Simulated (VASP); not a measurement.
# BP (F-43m) in VASP: notebook, part 2 of 2

VASP 6.6.1. Earlier steps stand in the parts before.

### 3 Single point, PBEsol+D3(BJ)

This run uses another cell than the first one, of 11.30 Å³/atom, 0.968 times its volume.

Contents of INCAR:

```
SYSTEM = BP
ALGO = Normal ; EDIFF = 1E-6
ENCUT = 520 ; GGA = PS
ISIF = 2 ; ISMEAR = 0
IVDW = 12 ; LASPH = .TRUE.
LCHARG = .FALSE. ; LREAL = .FALSE.
LWAVE = .FALSE. ; NBANDS = 11
NELM = 80 ; PREC = Accurate
SIGMA = 0.05
```

Contents of KPOINTS:

```
k-points
0
G
  8 8 8
  0 0 0
```

Contents of POSCAR:

```
BP
1.0
    0.0000000000      2.2442951725      2.2442951725
    2.2442951725      0.0000000000      2.2442951725
    2.2442951725      2.2442951725      0.0000000000
B P
1 1
Direct
    0.0000000000      0.0000000000      0.0000000000
    0.7500000000      0.7500000000      0.7500000000
```

Potentials or basis: VASP PAW PBE potentials, release 64 (B, P).

Launch:

```bash
$ cat potpaw_PBE.64/B/POTCAR potpaw_PBE.64/P/POTCAR > POTCAR
$ mpirun -np 1 vasp_std > vasp.out
```

OUTCAR:

```text
SYSTEM = BP
   EDIFF = 1E-6
   ENCUT = 520
   GGA = PS
   ISIF = 2
   ISMEAR = 0
   IVDW = 12
   LASPH = .TRUE.
   LREAL = .FALSE.
   NELM = 80
   PREC = Accurate
 IVDW          = 12

 ion  position               nearest neighbor table
   1  0.000  0.000  0.000-   2 1.94   2 1.94   2 1.94   2 1.94
   2  0.750  0.750  0.750-   1 1.94   1 1.94   1 1.94   1 1.94

  LATTYP: Found a face centered cubic cell.
 ALAT       =     4.4885903450

  Lattice vectors:

 A1 = (   0.0000000000,   2.2442951725,   2.2442951725)
 A2 = (   2.2442951725,   0.0000000000,   2.2442951725)
 A3 = (   2.2442951725,   2.2442951725,   0.0000000000)

Analysis of symmetry for initial positions (statically):
=====================================================================
 Subroutine PRICEL returns:
 Original cell was already a primitive cell.

 Routine SETGRP: Setting up the symmetry group for a
 face centered cubic supercell.

 Subroutine GETGRP returns: Found 24 space group operations
 (whereof 24 operations were pure point group operations)
 out of a pool of 48 trial point group operations.

The static configuration has the point symmetry T_d .

Analysis of symmetry for dynamics (positions and initial velocities):
=====================================================================
 Subroutine PRICEL returns:
 Original cell was already a primitive cell.

 Routine SETGRP: Setting up the symmetry group for a
 face centered cubic supercell.

 Subroutine GETGRP returns: Found 24 space group operations
 (whereof 24 operations were pure point group operations)
 out of a pool of 48 trial point group operations.

The dynamic configuration has the point symmetry T_d .

 Subroutine INISYM returns: Found 24 space group operations
 (whereof 24 operations are pure point group operations),
 and found     1 'primitive' translations

----------------------------------------------------------------------------------------

                                     Primitive cell

  volume of cell :      22.6084

  direct lattice vectors                    reciprocal lattice vectors
     0.000000000  2.244295173  2.244295173    -0.222787094  0.222787094  0.222787094
     2.244295173  0.000000000  2.244295173     0.222787094 -0.222787094  0.222787094
     2.244295173  2.244295173  0.000000000     0.222787094  0.222787094 -0.222787094

  length of vectors
     3.173912671  3.173912671  3.173912671     0.385878566  0.385878566  0.385878566

  position of ions in fractional coordinates (direct lattice)
     0.000000000  0.000000000  0.000000000
     0.750000000  0.750000000  0.750000000

  ion indices of the primitive-cell ions
   primitive index   ion index
                 1           1
                 2           2

----------------------------------------------------------------------------------------

 KPOINTS: k-points

Automatic generation of k-mesh.
 Grid dimensions read from file:
 generate k-points for:    8    8    8

 Generating k-lattice:

  Cartesian coordinates                     Fractional coordinates (reciprocal lattice)
    -0.027848387  0.027848387  0.027848387     0.125000000  0.000000000  0.000000000
     0.027848387 -0.027848387  0.027848387     0.000000000  0.125000000  0.000000000
     0.027848387  0.027848387 -0.027848387     0.000000000  0.000000000  0.125000000

  Length of vectors
     0.048234821  0.048234821  0.048234821

  Shift w.r.t. Gamma in fractional coordinates (k-lattice)
     0.000000000  0.000000000  0.000000000

 Subroutine IBZKPT returns following result:
 ===========================================

 Found     29 irreducible k-points:

 Following reciprocal coordinates:
            Coordinates               Weight
  0.000000  0.000000  0.000000      1.000000
  0.125000  0.000000  0.000000      8.000000
  0.250000  0.000000  0.000000      8.000000
  0.375000  0.000000  0.000000      8.000000
  0.500000  0.000000  0.000000      4.000000
  0.125000  0.125000  0.000000      6.000000
[... 16 lines left out ...]
  0.500000  0.250000  0.125000     48.000000
 -0.375000  0.250000  0.125000     24.000000
 [... further k-points ...]
   k-points           NKPTS =     29   k-points in BZ     NKDIM =     29   number of bands    NBANDS=     11
   number of dos      NEDOS =    301   number of ions     NIONS =      2
   total plane-waves  NPLWV =  13824
   dimension x,y,z NGX =    24 NGY =   24 NGZ =   24
   dimension x,y,z NGXF=    48 NGYF=   48 NGZF=   48
   ions per type =               1   1
   NGX,Y,Z   is equivalent  to a cutoff of  12.57, 12.57, 12.57 a.u.
   NGXF,Y,Z  is equivalent  to a cutoff of  25.14, 25.14, 25.14 a.u.
 SYSTEM =  BP
   PREC   = accura    normal or accurate (medium, high low for compatibility)
   ISTART =      0    job   : 0-new  1-cont  2-samecut
   ICHARG =      2    charge: 1-file 2-atom 10-const
   ISPIN  =      1    spin polarized calculation?
   LNONCOLLINEAR =      F non collinear calculations
   LSORBIT =      F    spin-orbit coupling
   LASPH  =      T    aspherical Exc in radial PAW
   ENCUT  =  520.0 eV  38.22 Ry    6.18 a.u.   5.90  5.90  5.90*2*pi/ulx,y,z
   NELM   =     80;   NELMIN=  2; NELMDL= -5     # of ELM steps
   EDIFF  = 0.1E-05   stopping-criterion for ELM
   LREAL  =      F    real-space projection
   EDIFFG = 0.1E-04   stopping-criterion for IOM
   NSW    =      0    number of steps for IOM
   IBRION =     -1    ionic relax: 0-MD 1-quasi-New 2-CG
   NFREE  =      0    steps in history (QN), initial steepest desc. (CG)
   ISIF   =      2    stress and relaxation
   ISYM   =      2    0-nonsym 1-usesym 2-fastsym
   POTIM  = 0.5000    time-step for ionic-motion
   TEBEG  =    0.0;   TEEND  =   0.0 temperature during run
   PSTRESS=    0.0 pullay stress
   NELECT =       8.0000    total number of electrons
   NUPDOWN=      -1.0000    fix difference up-down
   EMIN   =  10.00;   EMAX   =-10.00  energy-range for DOS
   EFERMI =   0.00;   METHOD = LEGACY
   ISMEAR =     0;   SIGMA  =   0.05  broadening in eV -4-tet -1-fermi 0-gaus
   EFERMI_NEDOS =   21; number of points for ismear=-14 and -15
   IALGO  =     38    algorithm
   IMIX   =      4    mixing-type and parameters
     AMIX     =   0.40;   BMIX     =  1.00
     AMIX_MAG =   1.60;   BMIX_MAG =  1.00
  volume/ion in A,a.u.               =      11.30        76.28
  Fermi-wavevector in a.u.,A,eV,Ry     =   1.157928  2.188166 18.242651  1.340797
  Thomas-Fermi vector in A             =   2.294535
   LORBIT       =      0    0 simple, 1 ext, 2 COOP (PROOUT), +10 PAW based schemes
   GGA     = PS    functional components
   LHFCALC =     F    Hartree Fock is set to
   AEXX    =    0.0000 exact exchange contribution
   IVDW    =    12    specifies the selected vdW correction
   LEPSILON=     F    determine dielectric tensor
   LRPA    =     F    only Hartree local field effects (RPA)
 non-spin polarized calculation
 Gauss-broadening in eV      SIGMA  =   0.05
  energy-cutoff  :      520.00
  volume of cell :       22.61
 maximum number of plane-waves:       620
   NGX = 11   NGY = 11   NGZ = 11

 number of electron       8.0000001 magnetization

 Free energy of the ion-electron system (eV)
  ---------------------------------------------------
  ext. energy  EPLUGINS =         0.00000000
  ---------------------------------------------------
  free energy    TOTEN  =       -13.66550913 eV

  energy without entropy =      -13.66550913  energy(sigma->0) =      -13.66550913

 E-fermi :   8.0615     XC(G=0): -11.1842

 val. band max:        7.7990771059   @ k =   0.0000   0.0000   0.0000
 cond. band min:       8.9235271731   @ k =   0.3750   0.3750   0.0000
 fundamental gap:      1.1244500672
 Fermi energy:         8.0614631361

 k-point     1 :       0.0000    0.0000    0.0000
  band No.  band energies     occupation
      1      -7.9956      2.00000
      2       7.7991      2.00000
      3       7.7991      2.00000
      4       7.7991      2.00000
      5      11.2060      0.00000
      6      11.2060      0.00000
      7      11.2060      0.00000
      8      15.6437      0.00000
      9      19.2705      0.00000
     10      20.0176      0.00000
     11      20.0176      0.00000
[... 309 lines left out ...]
 k-point    24 :      -0.3750    0.2500    0.1250
  band No.  band energies     occupation
      1      -3.8369      2.00000
      2      -0.9079      2.00000
      3       3.1385      2.00000
      4       4.5518      2.00000
      5      11.8993      0.00000
      6      13.0470      0.00000
      7      16.2855      0.00000
      8      17.7275      0.00000
      9      18.3123      0.00000
     10      22.3948      0.00000
     11      24.7300      0.00000

 [... further k-points ...]

------------------------ aborting loop because EDIFF is reached ----------------------------------------

 Edisp (eV)   -0.51821

 E8    (eV) :    -0.2989

  FORCE on cell =-STRESS in cart. coord.  units (eV):
  Direction    XX          YY          ZZ          XY          YZ          ZX
  --------------------------------------------------------------------------------------
  -------------------------------------------------------------------------------------
  Total       0.01597     0.01597     0.01597    -0.00000    -0.00000    -0.00000
  in kB       1.13155     1.13155     1.13155    -0.00000    -0.00000    -0.00000
  external pressure =        1.13 kB  Pullay stress =        0.00 kB

 VOLUME and BASIS-vectors are now :
 -----------------------------------------------------------------------------
  energy-cutoff  :      520.00
  volume of cell :       22.61
      direct lattice vectors                 reciprocal lattice vectors
     0.000000000  2.244295173  2.244295173    -0.222787094  0.222787094  0.222787094
     2.244295173  0.000000000  2.244295173     0.222787094 -0.222787094  0.222787094
     2.244295173  2.244295173  0.000000000     0.222787094  0.222787094 -0.222787094

 POSITION                                       TOTAL-FORCE (eV/Angst)
 -----------------------------------------------------------------------------------
      0.00000      0.00000      0.00000        -0.000000      0.000000      0.000000
      3.36644      3.36644      3.36644         0.000000     -0.000000     -0.000000
 -----------------------------------------------------------------------------------
    total drift:                               -0.000000     -0.000000     -0.000000

  FREE ENERGIE OF THE ION-ELECTRON SYSTEM (eV)
  ---------------------------------------------------
  free  energy   TOTEN  =       -14.1837151118 eV

  energy  without entropy=      -14.1837151118  energy(sigma->0) =      -14.18371511
```

OSZICAR:

```text
N       E                     dE             d eps       ncg     rms          rms(c)
DAV:   1     0.855974441171E+01    0.85597E+01   -0.40983E+03   638   0.662E+02
DAV:   2    -0.138515768337E+02   -0.22411E+02   -0.21612E+02   872   0.108E+02
DAV:   3    -0.144437762019E+02   -0.59220E+00   -0.59086E+00   799   0.159E+01
DAV:   4    -0.144458584025E+02   -0.20822E-02   -0.20820E-02   726   0.112E+00
DAV:   5    -0.144458692325E+02   -0.10830E-04   -0.10830E-04   808   0.785E-02    0.736E+00
DAV:   6    -0.137847877214E+02    0.66108E+00   -0.13841E+00   713   0.510E+00    0.393E+00
DAV:   7    -0.136749996703E+02    0.10979E+00   -0.27020E-01   794   0.256E+00    0.126E+00
DAV:   8    -0.136653124998E+02    0.96872E-02   -0.26645E-02   744   0.926E-01    0.176E-01
DAV:   9    -0.136654484762E+02   -0.13598E-03   -0.69459E-04   716   0.182E-01    0.109E-01
DAV:  10    -0.136655050387E+02   -0.56563E-04   -0.10461E-04   709   0.627E-02    0.215E-02
DAV:  11    -0.136655088225E+02   -0.37837E-05   -0.64113E-06   802   0.146E-02    0.273E-02
DAV:  12    -0.136655091338E+02   -0.31129E-06   -0.19697E-06   485   0.648E-03
   1 F= -.14183715E+02 E0= -.14183715E+02  d E =-.181294E-15
```

It took 11 s on 1 thread of AMD EPYC 7R43 (Zen 3), shared host; peak memory 0.11 GiB.

Results:

| Item | Value |
| --- | --- |
| Free energy | -14.1837 eV |
| Pressure | 0.1 GPa |
| Band gap on the k mesh | 1.12 eV, indirect (least direct gap 3.41 eV) |
| Dispersion energy per atom | -0.259 eV |

Levels at points of the mesh, in eV from the valence-band top:
| k point | band 1 | band 2 | band 3 | band 4 | band 5 | band 6 | band 7 | band 8 | band 9 |
| --- | --- | --- | --- | --- | --- | --- | --- | --- | --- |
| (0.00, 0.00, 0.00) | -15.79 | 0.00 | 0.00 | 0.00 | 3.41 | 3.41 | 3.41 | 7.84 | 11.47 |
| (0.50, 0.00, 0.00) | -12.32 | -9.34 | -1.81 | -1.81 | 3.93 | 4.67 | 4.67 | 10.04 | 14.81 |
| (0.50, 0.50, 0.00) | -10.74 | -8.77 | -4.27 | -4.27 | 1.16 | 1.49 | 12.40 | 12.40 | 15.53 |

Caveat: the PAW data sets were made with another functional, which shifts forces and pressure a little. As with any semilocal functional, this PBEsol gap is likely too small.

### 4 Single point, PBEsol+D3(BJ) (volume scaled by 1.02)

Contents of INCAR:

```
ALGO = Normal
EDIFF = 1E-6
ENCUT = 520
GGA = PS
ISIF = 2
ISMEAR = 0
IVDW = 12
LASPH = T
LCHARG = T
LELF = T
LREAL = F
LVHAR = T
LWAVE = F
NBANDS = 11
NELM = 60
PREC = Accurate
SIGMA = 0.05
```

Contents of KPOINTS:

```
k-points
0
Gamma
  8 8 8
```

Contents of POSCAR:

```
BP
1.0
    0.0000000000      2.2591584876      2.2591584876
    2.2591584876      0.0000000000      2.2591584876
    2.2591584876      2.2591584876      0.0000000000
B P
1 1
Direct
    0.0000000000      0.0000000000      0.0000000000
    0.7500000000      0.7500000000      0.7500000000
```

Launch:

```bash
$ cat potpaw_PBE.64/B/POTCAR potpaw_PBE.64/P/POTCAR > POTCAR
$ mpirun -np 1 vasp_std > vasp.out
```

It took 12 s on 1 thread of AMD EPYC 7R43 (Zen 3), shared host; peak memory 0.1 GiB.

It converged, with:

| Quantity | Value |
| --- | --- |
| Free energy | -14.1795 eV |
| Pressure | -3.2 GPa |
| Band gap on the k mesh | 1.15 eV, indirect (least direct gap 3.38 eV) |
| Dispersion energy per atom | -0.254 eV |

Levels at points of the mesh, in eV from the valence-band top:
```csv
k point,band 1,band 2,band 3,band 4,band 5,band 6,band 7,band 8
"(0.00, 0.00, 0.00)",-15.62,0.00,0.00,0.00,3.38,3.38,3.38,7.54
"(0.50, 0.00, 0.00)",-12.21,-9.19,-1.78,-1.78,3.81,4.66,4.66,9.97
"(0.50, 0.50, 0.00)",-10.67,-8.67,-4.19,-4.19,1.20,1.50,12.22,12.22
```

Caveat: the cell differs from its parent crystal (volume scaled by 1.02); the PAW data sets were made with another functional, which shifts forces and pressure a little. A k mesh can miss the band edges.

### 5 Single point, PBEsol+D3(BJ) (volume scaled by 1.04)

Changes to INCAR since step 4:

```diff
@@ -14,3 +14,3 @@
 NBANDS = 11
-NELM = 60
+NELM = 80
 PREC = Accurate
```

KPOINTS is that of step 4.

Contents of POSCAR:

```
BP
1.0
    0.0000000000      2.2738287590      2.2738287590
    2.2738287590      0.0000000000      2.2738287590
    2.2738287590      2.2738287590      0.0000000000
B P
1 1
Direct
    0.0000000000      0.0000000000      0.0000000000
    0.7500000000      0.7500000000      0.7500000000
```

Potentials or basis: VASP PAW PBE potentials, release 64 (B, P).

Launch:

```bash
$ cat potpaw_PBE.64/B/POTCAR potpaw_PBE.64/P/POTCAR > POTCAR
$ mpirun -np 1 vasp_std > vasp.out
```

OUTCAR:

```text
EDIFF = 1E-6
   ENCUT = 520
   GGA = PS
   ISIF = 2
   ISMEAR = 0
   IVDW = 12
   LASPH = T
   LREAL = F
   NELM = 80
   PREC = Accurate
 IVDW          = 12

 ion  position               nearest neighbor table
   1  0.000  0.000  0.000-   2 1.97   2 1.97   2 1.97   2 1.97
   2  0.750  0.750  0.750-   1 1.97   1 1.97   1 1.97   1 1.97

  LATTYP: Found a face centered cubic cell.
 ALAT       =     4.5476575180

  Lattice vectors:

 A1 = (   0.0000000000,   2.2738287590,   2.2738287590)
[... 521 lines left out ...]

------------------------ aborting loop because EDIFF is reached ----------------------------------------

 Edisp (eV)   -0.49808

 E8    (eV) :    -0.2873

  FORCE on cell =-STRESS in cart. coord.  units (eV):
  Direction    XX          YY          ZZ          XY          YZ          ZX
  --------------------------------------------------------------------------------------
  -------------------------------------------------------------------------------------
  Total      -0.92210    -0.92210    -0.92210    -0.00000     0.00000    -0.00000
  in kB     -62.83277   -62.83277   -62.83277    -0.00000     0.00000    -0.00000
  external pressure =      -62.83 kB  Pullay stress =        0.00 kB

 VOLUME and BASIS-vectors are now :
 -----------------------------------------------------------------------------
  energy-cutoff  :      520.00
  volume of cell :       23.51
      direct lattice vectors                 reciprocal lattice vectors
     0.000000000  2.273828759  2.273828759    -0.219893428  0.219893428  0.219893428
     2.273828759  0.000000000  2.273828759     0.219893428 -0.219893428  0.219893428
     2.273828759  2.273828759  0.000000000     0.219893428  0.219893428 -0.219893428

 POSITION                                       TOTAL-FORCE (eV/Angst)
 -----------------------------------------------------------------------------------
      0.00000      0.00000      0.00000        -0.000000     -0.000000     -0.000000
      3.41074      3.41074      3.41074         0.000000      0.000000      0.000000
 -----------------------------------------------------------------------------------
    total drift:                               -0.000000     -0.000000     -0.000000

  FREE ENERGIE OF THE ION-ELECTRON SYSTEM (eV)
  ---------------------------------------------------
  free  energy   TOTEN  =       -14.1661777699 eV

  energy  without entropy=      -14.1661777699  energy(sigma->0) =      -14.16617777
```

OSZICAR:

```text
N       E                     dE             d eps       ncg     rms          rms(c)
DAV:   1     0.796651434814E+01    0.79665E+01   -0.39284E+03   646   0.652E+02
DAV:   2    -0.138106015894E+02   -0.21777E+02   -0.20269E+02   852   0.111E+02
DAV:   3    -0.143619979090E+02   -0.55140E+00   -0.55079E+00   790   0.152E+01
DAV:   4    -0.143640542523E+02   -0.20563E-02   -0.20562E-02   725   0.113E+00
DAV:   5    -0.143640661278E+02   -0.11875E-04   -0.11875E-04   811   0.828E-02    0.695E+00
DAV:   6    -0.137744659913E+02    0.58960E+00   -0.12749E+00   713   0.478E+00    0.372E+00
DAV:   7    -0.136772381156E+02    0.97228E-01   -0.23017E-01   788   0.236E+00    0.121E+00
DAV:   8    -0.136678983986E+02    0.93397E-02   -0.25041E-02   750   0.883E-01    0.165E-01
DAV:   9    -0.136680356495E+02   -0.13725E-03   -0.69249E-04   716   0.179E-01    0.987E-02
DAV:  10    -0.136680956735E+02   -0.60024E-04   -0.10761E-04   712   0.635E-02    0.209E-02
DAV:  11    -0.136680995910E+02   -0.39175E-05   -0.56190E-06   791   0.141E-02    0.250E-02
DAV:  12    -0.136680999393E+02   -0.34827E-06   -0.20172E-06   527   0.645E-03
   1 F= -.14166178E+02 E0= -.14166178E+02  d E =-.389673E-18
```

It took 14 s on 1 thread of AMD EPYC 7R43 (Zen 3), shared host; peak memory 0.11 GiB.

Results:

| Property | Result |
| --- | --- |
| Free energy | -14.1662 eV |
| Pressure | -6.3 GPa |
| Band gap on the k mesh | 1.17 eV, indirect (least direct gap 3.35 eV) |
| Dispersion energy per atom | -0.249 eV |

Caveat: the cell differs from its parent crystal (volume scaled by 1.04); the PAW data sets were made with another functional, which shifts forces and pressure a little.

### 6 Overview

```csv
cell,gap on the mesh (eV),pressure (GPa)
"a = 3.209 Å, angles 60.0°, 2 atoms",1.16,-5.3
"a = 3.174 Å, angles 60.0°, 2 atoms",1.12,0.1
"a = 3.195 Å, angles 60.0°, 2 atoms",1.15,-3.2
"a = 3.216 Å, angles 60.0°, 2 atoms",1.17,-6.3
```

Alike in all rows: task single point; level PBEsol+D3(BJ); potentials or basis VASP PAW PBE potentials, release 64 (B, P); no spin polarisation; k mesh 8 × 8 × 8; cutoff (eV) 520; smearing gaussian 0.05 eV.

Caveats: the PAW data sets were made with another functional, which shifts forces and pressure a little.

Absolute energies hang on the potentials; compare differences alone.
